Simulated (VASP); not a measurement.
# P in VASP: a series of runs, part 2 of 2

VASP 6.6.1. The steps go on from the part before.

## Step 5: Single point, PBE+D3(BJ)

This run uses another cell than the first one, of 128.38 Å³/atom, 1.085 times its volume.

File INCAR:

```
SYSTEM = P
ALGO     = Normal         ! electronic algorithm
DIPOL    = 0.5 0.5 0.500
EDIFF    = 1E-6           ! SCF threshold, eV
ENCUT    = 520            ! plane-wave cutoff, eV
GGA      = PE             ! functional
IDIPOL   = 3            
ISIF     = 2              ! what is computed and relaxed
ISMEAR   = 0              ! smearing method
IVDW     = 12             ! dispersion correction
LASPH    = .TRUE.         ! aspherical terms in the spheres
LCHARG   = .FALSE.        ! write CHGCAR
LDIPOL   = .TRUE.       
LREAL    = .FALSE.        ! projectors in reciprocal space
LWAVE    = .FALSE.        ! write WAVECAR
NBANDS   = 12             ! bands
NELM     = 60             ! most SCF steps
PREC     = Accurate       ! precision mode
SIGMA    = 0.02           ! smearing width, eV
```

File KPOINTS:

```
k-points
0
G
  9 9 1
  0 0 0
```

File POSCAR:

```
P
1.0
    3.2540552468      0.0000000000      0.0000000000
   -1.6270276234      2.8180945091      0.0000000000
    0.0000000000      0.0000000000     28.0000000000
P
2
Direct
    0.3333333333      0.6666666667      0.5222365346
    0.6666666667      0.3333333333      0.4777634654
```

Potentials or basis: VASP PAW PBE potentials, release 64 (P).

Launch:

```sh
> cat potpaw_PBE.64/P/POTCAR > POTCAR
> mpirun -np 1 vasp_std > vasp.out
```

OUTCAR:

```text
SYSTEM = P
   EDIFF = 1E-6
   ENCUT = 520
   GGA = PE
   ISIF = 2
   ISMEAR = 0
   IVDW = 12
   LASPH = .TRUE.
   LREAL = .FALSE.
   NELM = 60
   PREC = Accurate
 IVDW          = 12

 ion  position               nearest neighbor table
   1  0.333  0.667  0.522-   2 2.25   2 2.25   2 2.25
   2  0.667  0.333  0.478-   1 2.25   1 2.25   1 2.25

  LATTYP: Found a hexagonal cell.
 ALAT       =     3.2540552468
 C/A-ratio  =     8.6046480088

  Lattice vectors:

 A1 = (   3.2540552468,   0.0000000000,   0.0000000000)
 A2 = (  -1.6270276234,   2.8180945091,   0.0000000000)
 A3 = (   0.0000000000,   0.0000000000,  28.0000000000)

Analysis of symmetry for initial positions (statically):
=====================================================================
 Subroutine PRICEL returns:
 Original cell was already a primitive cell.

 Routine SETGRP: Setting up the symmetry group for a
 hexagonal supercell.

 Subroutine GETGRP returns: Found 12 space group operations
 (whereof 12 operations were pure point group operations)
 out of a pool of 24 trial point group operations.

The static configuration has the point symmetry D_3d.

Analysis of symmetry for dynamics (positions and initial velocities):
=====================================================================
 Subroutine PRICEL returns:
 Original cell was already a primitive cell.

 Routine SETGRP: Setting up the symmetry group for a
 hexagonal supercell.

 Subroutine GETGRP returns: Found 12 space group operations
 (whereof 12 operations were pure point group operations)
 out of a pool of 24 trial point group operations.

The dynamic configuration has the point symmetry D_3d.

 Subroutine INISYM returns: Found 12 space group operations
 (whereof 12 operations are pure point group operations),
 and found     1 'primitive' translations

----------------------------------------------------------------------------------------

                                     Primitive cell

  volume of cell :     256.7666

  direct lattice vectors                    reciprocal lattice vectors
     3.254055247  0.000000000  0.000000000     0.307308857  0.177424852  0.000000000
    -1.627027623  2.818094509  0.000000000     0.000000000  0.354849703  0.000000000
     0.000000000  0.000000000 28.000000000     0.000000000  0.000000000  0.035714286

  length of vectors
     3.254055247  3.254055247 28.000000000     0.354849703  0.354849703  0.035714286

  position of ions in fractional coordinates (direct lattice)
     0.333333333  0.666666667  0.522236535
     0.666666667  0.333333333  0.477763465

  ion indices of the primitive-cell ions
   primitive index   ion index
                 1           1
                 2           2

----------------------------------------------------------------------------------------

 KPOINTS: k-points

Automatic generation of k-mesh.
 Grid dimensions read from file:
 generate k-points for:    9    9    1

 Generating k-lattice:

  Cartesian coordinates                     Fractional coordinates (reciprocal lattice)
     0.034145429  0.019713872  0.000000000     0.111111111  0.000000000  0.000000000
     0.000000000  0.039427745  0.000000000     0.000000000  0.111111111  0.000000000
     0.000000000  0.000000000  0.035714286     0.000000000  0.000000000  1.000000000

  Length of vectors
     0.039427745  0.039427745  0.035714286

[... 30 lines left out ...]
 SYSTEM =  P
   PREC   = accura    normal or accurate (medium, high low for compatibility)
   ISTART =      0    job   : 0-new  1-cont  2-samecut
   ICHARG =      2    charge: 1-file 2-atom 10-const
   ISPIN  =      1    spin polarized calculation?
   LNONCOLLINEAR =      F non collinear calculations
   LSORBIT =      F    spin-orbit coupling
   LASPH  =      T    aspherical Exc in radial PAW
   ENCUT  =  520.0 eV  38.22 Ry    6.18 a.u.   6.05  6.05 52.06*2*pi/ulx,y,z
   NELM   =     60;   NELMIN=  2; NELMDL= -5     # of ELM steps
   EDIFF  = 0.1E-05   stopping-criterion for ELM
   LREAL  =      F    real-space projection
   EDIFFG = 0.1E-04   stopping-criterion for IOM
   NSW    =      0    number of steps for IOM
   IBRION =     -1    ionic relax: 0-MD 1-quasi-New 2-CG
   NFREE  =      0    steps in history (QN), initial steepest desc. (CG)
   ISIF   =      2    stress and relaxation
   ISYM   =      2    0-nonsym 1-usesym 2-fastsym
   POTIM  = 0.5000    time-step for ionic-motion
   TEBEG  =    0.0;   TEEND  =   0.0 temperature during run
   PSTRESS=    0.0 pullay stress
   NELECT =      10.0000    total number of electrons
   NUPDOWN=      -1.0000    fix difference up-down
   EMIN   =  10.00;   EMAX   =-10.00  energy-range for DOS
   EFERMI =   0.00;   METHOD = LEGACY
   ISMEAR =     0;   SIGMA  =   0.02  broadening in eV -4-tet -1-fermi 0-gaus
   EFERMI_NEDOS =   21; number of points for ismear=-14 and -15
   IALGO  =     38    algorithm
   IMIX   =      4    mixing-type and parameters
     AMIX     =   0.40;   BMIX     =  1.00
     AMIX_MAG =   1.60;   BMIX_MAG =  1.00
  volume/ion in A,a.u.               =     128.38       866.37
  Fermi-wavevector in a.u.,A,eV,Ry     =   0.554918  1.048643  4.189693  0.307934
  Thomas-Fermi vector in A             =   1.588431
   LORBIT       =      0    0 simple, 1 ext, 2 COOP (PROOUT), +10 PAW based schemes
   GGA     = PE    functional components
   LHFCALC =     F    Hartree Fock is set to
   AEXX    =    0.0000 exact exchange contribution
   IVDW    =    12    specifies the selected vdW correction
   LEPSILON=     F    determine dielectric tensor
   LRPA    =     F    only Hartree local field effects (RPA)
 non-spin polarized calculation
 Gauss-broadening in eV      SIGMA  =   0.02
  energy-cutoff  :      520.00
  volume of cell :      256.77
 maximum number of plane-waves:      6984
   NGX = 13   NGY = 13   NGZ =105

 number of electron      10.0000000 magnetization

 dipolmoment           0.000000      0.000000      0.000000 electrons x Angstroem

 number of electron       9.9999998 magnetization

 dipolmoment           0.000000      0.000000     -0.000000 electrons x Angstroem

 Free energy of the ion-electron system (eV)
  ---------------------------------------------------
  ext. energy  EPLUGINS =         0.00000000
  ---------------------------------------------------
  free energy    TOTEN  =       -10.72847686 eV

  energy without entropy =      -10.72847686  energy(sigma->0) =      -10.72847686

 E-fermi :  -4.3950     XC(G=0):  -1.9161

 val. band max:       -4.4797982681   @ k =   0.0000   0.0000   0.0000
 cond. band min:      -2.4829373373   @ k =   0.3333   0.0000   0.0000
 fundamental gap:      1.9968609308
 Fermi energy:        -4.3950424008

 k-point     1 :       0.0000    0.0000    0.0000
  band No.  band energies     occupation
      1     -18.6665      2.00000
      2     -10.9551      2.00000
      3      -4.9498      2.00000
      4      -4.4798      2.00000
      5      -4.4798      2.00000
      6      -0.4523      0.00000
      7      -0.4523      0.00000
      8      -0.4168      0.00000
      9       0.8613      0.00000
     10       1.4237      0.00000
     11       1.7891      0.00000
     12       1.9579      0.00000
[... 151 lines left out ...]
 k-point    12 :       0.3333    0.3333    0.0000
  band No.  band energies     occupation
      1     -14.0904      2.00000
      2     -14.0904      2.00000
      3      -9.8591      2.00000
      4      -6.2212      2.00000
      5      -6.2212      2.00000
      6      -2.3323      0.00000
      7       1.1029      0.00000
      8       1.1029      0.00000
      9       3.9085      0.00000
     10       5.4269      0.00000
     11       5.4269      0.00000
     12       5.6565      0.00000

------------------------ aborting loop because EDIFF is reached ----------------------------------------

 vacuum level on the upper side and lower side of the slab       (xc-potential included)        -0.008        -0.008

 Edisp (eV)   -0.42752

 E8    (eV) :    -0.1744

  FORCE on cell =-STRESS in cart. coord.  units (eV):
  Direction    XX          YY          ZZ          XY          YZ          ZX
  --------------------------------------------------------------------------------------
  -------------------------------------------------------------------------------------
  Total      -0.08112    -0.08112    -0.12123     0.00000    -0.00000    -0.00000
  in kB      -0.50620    -0.50620    -0.75647     0.00000    -0.00000    -0.00000
  external pressure =       -0.59 kB  Pullay stress =        0.00 kB

 VOLUME and BASIS-vectors are now :
 -----------------------------------------------------------------------------
  energy-cutoff  :      520.00
  volume of cell :      256.77
      direct lattice vectors                 reciprocal lattice vectors
     3.254055247  0.000000000  0.000000000     0.307308857  0.177424852  0.000000000
    -1.627027623  2.818094509  0.000000000     0.000000000  0.354849703  0.000000000
     0.000000000  0.000000000 28.000000000     0.000000000  0.000000000  0.035714286

 POSITION                                       TOTAL-FORCE (eV/Angst)
 -----------------------------------------------------------------------------------
     -0.00000      1.87873     14.62262        -0.000000      0.000000     -0.091219
      1.62703      0.93936     13.37738         0.000000      0.000000      0.091219
 -----------------------------------------------------------------------------------
    total drift:                               -0.000000     -0.000000     -0.000000

  FREE ENERGIE OF THE ION-ELECTRON SYSTEM (eV)
  ---------------------------------------------------
  free  energy   TOTEN  =       -11.1559929697 eV

  energy  without entropy=      -11.1559929697  energy(sigma->0) =      -11.15599297

 vacuum level on the upper side and lower side of the slab         1.675         1.675
```

Run time: 42 s. Hardware: 1 thread of Intel Xeon Platinum 8259CL at 2.50GHz (Skylake/Cascade Lake), shared host; peak memory 0.33 GiB.

Results:

| Quantity | Value |
| --- | --- |
| Free energy | -11.1560 eV |
| Largest force | 0.091 eV/Å |
| Band gap on the k mesh | 2.00 eV, indirect (least direct gap 2.27 eV) |
| Dispersion energy per atom | -0.214 eV |

Forces in eV/Å, atoms in the order of the input:
```
P    0.000  0.000 -0.091
P    0.000  0.000  0.091
```

Levels at points of the mesh, in eV from the valence-band top:
| k point | band 3 | band 4 | band 5 | band 6 | band 7 | band 8 |
| --- | --- | --- | --- | --- | --- | --- |
| (0.00, 0.00, 0.00) | -0.47 | 0.00 | 0.00 | 4.03 | 4.03 | 4.06 |

## Step 6: Overview

| cell | smearing | gap on the mesh (eV) | largest force (eV/Å) |
| --- | --- | --- | --- |
| a = 3.124, b = 3.124, c = 28.000 Å, angles 90.0, 90.0, 120.0°, 2 atoms | gaussian 0.02 eV | 1.22 | 0.11 |
| a = 3.189, b = 3.189, c = 28.000 Å, angles 90.0, 90.0, 120.0°, 2 atoms | gaussian 0.02 eV | 1.71 | 0.10 |
| a = 3.254, b = 3.254, c = 28.000 Å, angles 90.0, 90.0, 120.0°, 2 atoms | gaussian 0.1 eV | 2.00 | 0.09 |
| a = 3.254, b = 3.254, c = 28.000 Å, angles 90.0, 90.0, 120.0°, 2 atoms | gaussian 0.02 eV | 2.00 | 0.09 |

Alike in all rows: task single point; level PBE+D3(BJ); potentials or basis VASP PAW PBE potentials, release 64 (P); no spin polarisation; k mesh 9 × 9 × 1; cutoff (eV) 520.

Total energies depend on the potentials used, so only differences within one code and one set of settings carry meaning.
